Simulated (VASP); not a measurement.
A run of VASP 6.6.1 is set up as follows.

INCAR

```
PREC = Accurate ; ENCUT = 600
EDIFF = 1E-6 ; ISMEAR = -1
SIGMA = 0.05 ; LREAL = False
LASPH = True ; NELM = 100
ALGO = Normal ; ISIF = 3
LWAVE = False ; LCHARG = False
GGA = PS ; IBRION = 2
NSW = 60 ; EDIFFG = -0.005
```

Contents of KPOINTS:

```
regular mesh
0
Gamma
  17 17 17
```

POSCAR

```
Rh
1.0
    0.0000000000      1.9014762304      1.9014762304
    1.9014762304      0.0000000000      1.9014762304
    1.9014762304      1.9014762304      0.0000000000
Rh
1
Direct
    0.0000000000      0.0000000000      0.0000000000
```

Potentials or basis: VASP PAW PBE potentials, release 64 (Rh_pv).

The run is started by

```console
$ cat potpaw_PBE.64/Rh_pv/POTCAR > POTCAR
$ mpirun -np 1 vasp_std > vasp.out
```

Problem. Estimate the band gap on the k mesh.

Solution. Zero (an odd number of electrons rules out a gap without spin polarisation).

Problem. What does it give for the relaxed cell?

Solution. a = 2.672 Å, b = 2.672 Å, c = 2.672 Å, α = 60.00°, β = 60.00°, γ = 60.00°.

Problem. What does it give for the relaxed volume?

Solution. 13.50 Å³/atom.

Final structure:
```
Rh
1.0
     0.00000    1.88969    1.88969
     1.88969    0.00000    1.88969
     1.88969    1.88969    0.00000
Rh
1
Cartesian
  0.0000 0.0000 0.0000
```

Caveat: the PAW data sets were made with another functional, which shifts forces and pressure a little.
